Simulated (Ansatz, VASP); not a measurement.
# One calculation of Ir, two programs

Contents of INCAR:

```
SYSTEM = Ir
PREC = Accurate
ENCUT = 400
EDIFF = 1E-8
ISMEAR = -1
SIGMA = 0.05
LREAL = .FALSE.
LASPH = .TRUE.
NELM = 120
ALGO = Normal
ISIF = 2
LWAVE = .FALSE.
LCHARG = .FALSE.
GGA = PS
LEFG = .TRUE.
NBANDS = 10
GGA_COMPAT = .FALSE.
```

The input KPOINTS:

```
regular mesh
0
G
  15 15 15
  0 0 0
```

The input POSCAR:

```
Ir
1.0
    0.0000000000      1.9449621075      1.9449621075
    1.9449621075      0.0000000000      1.9449621075
    1.9449621075      1.9449621075      0.0000000000
Ir
1
Direct
    0.0000000000      0.0000000000      0.0000000000
```

Input for Ansatz:

```yaml
crystal:
  lattice:
    - [0.0, 1.9449621075, 1.9449621075]
    - [1.9449621075, 0.0, 1.9449621075]
    - [1.9449621075, 1.9449621075, 0.0]
  atoms:
    - { symbol: Ir, position: [0.0, 0.0, 0.0] }
kpoints:
  mp_grid: { grid: [15, 15, 15] }
scf:
  occupations: { method: fermi_dirac, width: 0.05 }
hamiltonian:
  xc: pbesol
  pseudopotentials: { kind: all_electron, datasets: crystal }
output:
  forces: true
  stress: true
  eigenvalues: true
  efg: { contact_densities: true }
```

Change from the starting cell: volume scaled by 1.04, crystal datasets.

Alike in both runs: task electric field gradients; functional PBEsol; k mesh 15 × 15 × 15; occupations fermi-dirac, width 0.05 eV; no spin polarisation.

|  | VASP | Ansatz |
| --- | --- | --- |
| version | VASP 6.6.1 | Ansatz 0.2.0 |
| potentials or method | VASP PAW PBE potentials, release 64 (Ir), cutoff 400 eV | all-electron PAW with datasets made for the crystal, scalar-relativistic |

```csv
,VASP,Ansatz,Ansatz less VASP
pressure (GPa),-15.3,-16.0,-0.77
```

VASP's potentials were made for PBE, not for PBEsol. Ansatz ran all-electron here, and VASP with PAW potentials.

Neither program's run includes spin-orbit coupling.
